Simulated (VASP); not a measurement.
# AlGa3N4 (P-42m) in VASP: notebook, part 2 of 2

VASP 6.6.1.

### 3 Single point, r2SCAN (strain +0.000 along x and y, +0.025 along z)

File POSCAR:

```
AlGa3N4
1.0
    4.4653444522      0.0000000000      0.0000000000
    0.0000000000      4.4653444522      0.0000000000
    0.0000000000      0.0000000000      4.5769780635
Al Ga N
1 3 4
Direct
    0.0000000000      0.0000000000      0.0000000000
    0.5000000000      0.5000000000      0.0000000000
    0.5000000000      0.0000000000      0.5000000000
    0.0000000000      0.5000000000      0.5000000000
    0.7553510553      0.7553510553      0.2446489447
    0.7553510553      0.2446489447      0.7553510553
    0.2446489447      0.7553510553      0.7553510553
    0.2446489447      0.2446489447      0.2446489447
```

File INCAR.step1:

```
  ALGO = Normal
  EDIFF = 1E-4
  ENCUT = 520
  GGA = PE
  ISMEAR = 0
  LASPH = T
  LCHARG = F
  LREAL = F
  LWAVE = T
  NBANDS = 41
  NELM = 80
  PREC = Accurate
  SIGMA = 0.05
```

File INCAR.step2:

```
  ALGO = Normal
  EDIFF = 1E-6
  ENCUT = 520
  ISIF = 2
  ISMEAR = 0
  ISTART = 1
  LASPH = T
  LCHARG = F
  LMIXTAU = T
  LREAL = F
  LWAVE = F
  METAGGA = R2SCAN
  NBANDS = 41
  NELM = 80
  PREC = Accurate
  SIGMA = 0.05
```

File KPOINTS:

```
k-points
0
Gamma
  6 6 6
```

Potentials or basis: VASP PAW PBE potentials, release 64 (Al, Ga_d, N).

Run with:

```sh
$ cat potpaw_PBE.64/Al/POTCAR potpaw_PBE.64/Ga_d/POTCAR potpaw_PBE.64/N/POTCAR > POTCAR
$ cp INCAR.step1 INCAR
$ mpirun -np 1 vasp_std > vasp.out
$ cp INCAR.step2 INCAR
$ mpirun -np 1 vasp_std > vasp.out
```

OUTCAR:

```text
EDIFF = 1E-6
   ENCUT = 520
   ISIF = 2
   ISMEAR = 0
   ISTART = 1
   LASPH = T
   LREAL = F
   METAGGA = R2SCAN
   NELM = 80
   PREC = Accurate

 ion  position               nearest neighbor table
   1  0.000  0.000  0.000-   5 1.91   6 1.91   7 1.91   8 1.91
   2  0.500  0.500  0.000-   5 1.96   6 1.96   7 1.96   8 1.96
   3  0.500  0.000  0.500-   5 1.96   6 1.96   7 1.96   8 1.96
   4  0.000  0.500  0.500-   5 1.96   6 1.96   7 1.96   8 1.96
   5  0.755  0.755  0.245-   1 1.91   2 1.96   3 1.96   4 1.96
   6  0.755  0.245  0.755-   1 1.91   2 1.96   3 1.96   4 1.96
   7  0.245  0.755  0.755-   1 1.91   2 1.96   3 1.96   4 1.96
   8  0.245  0.245  0.245-   1 1.91   2 1.96   3 1.96   4 1.96

  LATTYP: Found a simple tetragonal cell.
 ALAT       =     4.4653444522
 C/A-ratio  =     1.0250000000

  Lattice vectors:

 A1 = (   4.4653444522,   0.0000000000,   0.0000000000)
 A2 = (   0.0000000000,   4.4653444522,   0.0000000000)
 A3 = (   0.0000000000,   0.0000000000,   4.5769780635)

Analysis of symmetry for initial positions (statically):
=====================================================================
 Subroutine PRICEL returns:
 Original cell was already a primitive cell.

 Routine SETGRP: Setting up the symmetry group for a
 simple tetragonal supercell.

 Subroutine GETGRP returns: Found  8 space group operations
 (whereof  8 operations were pure point group operations)
 out of a pool of 16 trial point group operations.

The static configuration has the point symmetry D_2d.

Analysis of symmetry for dynamics (positions and initial velocities):
=====================================================================
 Subroutine PRICEL returns:
 Original cell was already a primitive cell.

 Routine SETGRP: Setting up the symmetry group for a
 simple tetragonal supercell.

 Subroutine GETGRP returns: Found  8 space group operations
 (whereof  8 operations were pure point group operations)
 out of a pool of 16 trial point group operations.

The dynamic configuration has the point symmetry D_2d.

 Subroutine INISYM returns: Found  8 space group operations
 (whereof  8 operations are pure point group operations),
 and found     1 'primitive' translations

----------------------------------------------------------------------------------------

                                     Primitive cell

  volume of cell :      91.2617

  direct lattice vectors                    reciprocal lattice vectors
     4.465344452  0.000000000  0.000000000     0.223946889  0.000000000  0.000000000
     0.000000000  4.465344452  0.000000000     0.000000000  0.223946889  0.000000000
     0.000000000  0.000000000  4.576978064     0.000000000  0.000000000  0.218484770

  length of vectors
     4.465344452  4.465344452  4.576978064     0.223946889  0.223946889  0.218484770

  position of ions in fractional coordinates (direct lattice)
     0.000000000  0.000000000  0.000000000
     0.500000000  0.500000000  0.000000000
     0.500000000  0.000000000  0.500000000
     0.000000000  0.500000000  0.500000000
     0.755351055  0.755351055  0.244648945
     0.755351055  0.244648945  0.755351055
     0.244648945  0.755351055  0.755351055
     0.244648945  0.244648945  0.244648945

  ion indices of the primitive-cell ions
   primitive index   ion index
                 1           1
                 2           2
                 3           3
[... 58 lines left out ...]
 [... further k-points ...]
   k-points           NKPTS =     40   k-points in BZ     NKDIM =     40   number of bands    NBANDS=     41
   number of dos      NEDOS =    301   number of ions     NIONS =      8
   total plane-waves  NPLWV =  46656
   dimension x,y,z NGX =    36 NGY =   36 NGZ =   36
   dimension x,y,z NGXF=    72 NGYF=   72 NGZF=   72
   ions per type =               1   3   4
   NGX,Y,Z   is equivalent  to a cutoff of  13.40, 13.40, 13.08 a.u.
   NGXF,Y,Z  is equivalent  to a cutoff of  26.81, 26.81, 26.15 a.u.
 SYSTEM =  unknown system
   PREC   = accura    normal or accurate (medium, high low for compatibility)
   ISTART =      1    job   : 0-new  1-cont  2-samecut
   ICHARG =      0    charge: 1-file 2-atom 10-const
   ISPIN  =      1    spin polarized calculation?
   LNONCOLLINEAR =      F non collinear calculations
   LSORBIT =      F    spin-orbit coupling
   LASPH  =      T    aspherical Exc in radial PAW
   ENCUT  =  520.0 eV  38.22 Ry    6.18 a.u.   8.30  8.30  8.51*2*pi/ulx,y,z
   NELM   =     80;   NELMIN=  2; NELMDL=  0     # of ELM steps
   EDIFF  = 0.1E-05   stopping-criterion for ELM
   LREAL  =      F    real-space projection
   EDIFFG = 0.1E-04   stopping-criterion for IOM
   NSW    =      0    number of steps for IOM
   IBRION =     -1    ionic relax: 0-MD 1-quasi-New 2-CG
   NFREE  =      0    steps in history (QN), initial steepest desc. (CG)
   ISIF   =      2    stress and relaxation
   ISYM   =      2    0-nonsym 1-usesym 2-fastsym
   POTIM  = 0.5000    time-step for ionic-motion
   TEBEG  =    0.0;   TEEND  =   0.0 temperature during run
   PSTRESS=    0.0 pullay stress
   NELECT =      62.0000    total number of electrons
   NUPDOWN=      -1.0000    fix difference up-down
   EMIN   =  10.00;   EMAX   =-10.00  energy-range for DOS
   EFERMI =   0.00;   METHOD = LEGACY
   ISMEAR =     0;   SIGMA  =   0.05  broadening in eV -4-tet -1-fermi 0-gaus
   EFERMI_NEDOS =   21; number of points for ismear=-14 and -15
   IALGO  =     38    algorithm
   IMIX   =      4    mixing-type and parameters
     AMIX     =   0.40;   BMIX     =  1.00
     AMIX_MAG =   1.60;   BMIX_MAG =  1.00
  volume/ion in A,a.u.               =      11.41        76.98
  Fermi-wavevector in a.u.,A,eV,Ry     =   1.439160  2.719618 28.180143  2.071182
  Thomas-Fermi vector in A             =   2.558047
   LORBIT       =      0    0 simple, 1 ext, 2 COOP (PROOUT), +10 PAW based schemes
   METAGGA = R2SCAN    functional components
   LHFCALC =     F    Hartree Fock is set to
   AEXX    =    0.0000 exact exchange contribution
   IVDW    =     0    specifies the selected vdW correction
   LEPSILON=     F    determine dielectric tensor
   LRPA    =     F    only Hartree local field effects (RPA)
 non-spin polarized calculation
 Gauss-broadening in eV      SIGMA  =   0.05
  energy-cutoff  :      520.00
  volume of cell :       91.26
 maximum number of plane-waves:      2493
 NGX is ok and might be reduce to    36
   NGX = 17   NGY = 17   NGZ = 17

 number of electron      62.0000004 magnetization

 Free energy of the ion-electron system (eV)
  ---------------------------------------------------
  ext. energy  EPLUGINS =         0.00000000
  ---------------------------------------------------
  free energy    TOTEN  =       -84.82656690 eV

  energy without entropy =      -84.82656690  energy(sigma->0) =      -84.82656690

 E-fermi :   5.1799     XC(G=0): -12.2455

 val. band max:        4.9734361241   @ k =   0.0000   0.0000   0.0000
 cond. band min:       7.5708945738   @ k =   0.0000   0.0000   0.0000
 fundamental gap:      2.5974584497
 Fermi energy:         5.1799369941

 k-point     1 :       0.0000    0.0000    0.0000
  band No.  band energies     occupation
      1     -11.3662      2.00000
      2     -10.0815      2.00000
      3     -10.0682      2.00000
      4     -10.0682      2.00000
      5      -8.5831      2.00000
      6      -8.5683      2.00000
[... 1045 lines left out ...]
     40      15.2991      0.00000
     41      15.5079      0.00000

 [... further k-points ...]

------------------------ aborting loop because EDIFF is reached ----------------------------------------

  FORCE on cell =-STRESS in cart. coord.  units (eV):
  Direction    XX          YY          ZZ          XY          YZ          ZX
  --------------------------------------------------------------------------------------
  -------------------------------------------------------------------------------------
  Total       -1.6785601     -1.6785601     -3.6586833      0.0000000     -0.0000000      0.0000000
  in kB      -29.4685470    -29.4685470    -64.2312885      0.0000000     -0.0000000      0.0000000
  external PRESSURE =     -41.0561275 kB  Pullay stress =       0.0000000 kB

 VOLUME and BASIS-vectors are now :
 -----------------------------------------------------------------------------
  energy-cutoff  :      520.00
  volume of cell :       91.26
      direct lattice vectors                 reciprocal lattice vectors
     4.465344452  0.000000000  0.000000000     0.223946889  0.000000000  0.000000000
     0.000000000  4.465344452  0.000000000     0.000000000  0.223946889  0.000000000
     0.000000000  0.000000000  4.576978064     0.000000000  0.000000000  0.218484770

 POSITION                                       TOTAL-FORCE (eV/Angst)
 -----------------------------------------------------------------------------------
      0.00000      0.00000      0.00000         0.000000      0.000000      0.000000
      2.23267      2.23267      0.00000         0.000000     -0.000000      0.000000
      2.23267      0.00000      2.28849        -0.000000      0.000000      0.000000
      0.00000      2.23267      2.28849        -0.000000      0.000000     -0.000000
      3.37290      3.37290      1.11975         0.051741      0.051741     -0.024728
      3.37290      1.09244      3.45723         0.051741     -0.051741      0.024728
      1.09244      3.37290      3.45723        -0.051741      0.051741      0.024728
      1.09244      1.09244      1.11975        -0.051741     -0.051741     -0.024728
 -----------------------------------------------------------------------------------
    total drift:                               -0.000000     -0.000000     -0.000000

  FREE ENERGIE OF THE ION-ELECTRON SYSTEM (eV)
  ---------------------------------------------------
  free  energy   TOTEN  =       -84.8265668960 eV

  energy  without entropy=      -84.8265668960  energy(sigma->0) =      -84.82656690
```

It took 7.8 min on 1 thread of Intel Xeon Platinum 8259CL at 2.50GHz (Skylake/Cascade Lake), shared host; peak memory 0.3 GiB.

What came out:

```yaml
Free_energy: -84.8266 eV
Pressure: -4.1 GPa
Largest_force: 0.077 eV/Å
Band_gap_on_the_k_mesh: 2.60 eV, direct
```

Forces in eV/Å, atoms in the order of the input:
```
Al   0.000  0.000  0.000
Ga   0.000  0.000  0.000
Ga   0.000  0.000  0.000
Ga   0.000  0.000  0.000
N    0.052  0.052 -0.025
N    0.052 -0.052  0.025
N   -0.052  0.052  0.025
N   -0.052 -0.052 -0.025
```

Caveat: the cell differs from its parent crystal (strain +0.000 along x and y, +0.025 along z); the PAW data sets were made with another functional, which shifts forces and pressure a little.

### 4 Single point, r2SCAN (strain +0.025 along x and y, -0.025 along z)

POSCAR: that of step 3 with these lines changed.

```diff
@@ -2,5 +2,5 @@
 1.0
-    4.4653444522      0.0000000000      0.0000000000
-    0.0000000000      4.4653444522      0.0000000000
-    0.0000000000      0.0000000000      4.5769780635
+    4.5769780635      0.0000000000      0.0000000000
+    0.0000000000      4.5769780635      0.0000000000
+    0.0000000000      0.0000000000      4.3537108409
 Al Ga N
```

File INCAR.step1:

```
PREC = Accurate
ENCUT = 520
ISMEAR = 0
SIGMA = 0.05
LREAL = F
LASPH = T
NELM = 80
NBANDS = 41
GGA = PE
ALGO = Normal
EDIFF = 1E-4
LWAVE = T
LCHARG = F
```

File INCAR.step2:

```
PREC = Accurate
ENCUT = 520
EDIFF = 1E-6
ISMEAR = 0
SIGMA = 0.05
LREAL = F
LASPH = T
NELM = 80
ALGO = Normal
ISIF = 2
LWAVE = F
LCHARG = F
METAGGA = R2SCAN
LMIXTAU = T
NBANDS = 41
ISTART = 1
```

File KPOINTS:

```
Automatic mesh
0
Gamma
  6 6 6
```

Run with:

```sh
$ cat potpaw_PBE.64/Al/POTCAR potpaw_PBE.64/Ga_d/POTCAR potpaw_PBE.64/N/POTCAR > POTCAR
$ cp INCAR.step1 INCAR
$ mpirun -np 1 vasp_std > vasp.out
$ cp INCAR.step2 INCAR
$ mpirun -np 1 vasp_std > vasp.out
```

Wall time 6.4 min (1 thread of Intel Xeon Platinum 8259CL at 2.50GHz (Skylake/Cascade Lake), shared host); peak memory 0.29 GiB.

The run converged. Its results:

- Free energy: -84.7828 eV
- Pressure: -4.0 GPa
- Largest force: 0.087 eV/Å
- Band gap on the k mesh: 2.50 eV, direct

Forces in eV/Å, atoms in the order of the input:
```
Al   0.000  0.000  0.000
Ga   0.000  0.000  0.000
Ga   0.000  0.000  0.000
Ga   0.000  0.000  0.000
N    0.024  0.024 -0.081
N    0.024 -0.024  0.081
N   -0.024  0.024  0.081
N   -0.024 -0.024 -0.081
```

Stress tensor (GPa, compression positive):
```
-6.03  0.00  0.00
 0.00 -6.03  0.00
 0.00  0.00 -0.08
```

Levels at points of the mesh, in eV from the valence-band top:
```tsv
k point	band 29	band 30	band 31	band 32	band 33	band 34
(0.00, 0.00, 0.00)	-0.20	-0.20	0.00	2.50	3.60	3.88
(0.50, 0.00, 0.00)	-1.47	-1.28	-1.17	5.16	5.24	6.44
(0.50, 0.50, 0.00)	-1.29	-1.29	-0.94	6.83	7.02	7.02
(0.00, 0.00, 0.50)	-1.79	-1.48	-1.48	5.30	5.43	6.89
(0.50, 0.00, 0.50)	-0.99	-0.96	-0.64	6.99	7.12	7.20
(0.50, 0.50, 0.50)	-0.68	-0.66	-0.66	5.16	5.20	5.20
```

Caveat: the cell differs from its parent crystal (strain +0.025 along x and y, -0.025 along z); the PAW data sets were made with another functional, which shifts forces and pressure a little.

### 5 The runs side by side

| cell | gap on the mesh (eV) | pressure (GPa) | largest force (eV/Å) |
| --- | --- | --- | --- |
| a = 4.577, b = 4.577, c = 4.465 Å, 8 atoms | 2.39 | -8.3 | 0.07 |
| a = 4.465, b = 4.465, c = 4.577 Å, 8 atoms | 2.60 | -4.1 | 0.08 |
| a = 4.577, b = 4.577, c = 4.354 Å, 8 atoms | 2.50 | -4.0 | 0.09 |

Alike in all rows: task single point; level r2SCAN; potentials or basis VASP PAW PBE potentials, release 64 (Al, Ga_d, N); no spin polarisation; k mesh 6 × 6 × 6; cutoff (eV) 520; smearing gaussian 0.05 eV.

Caveats: the PAW data sets were made with another functional, which shifts forces and pressure a little.

Total energies depend on the potentials used, so only differences within one code and one set of settings carry meaning.
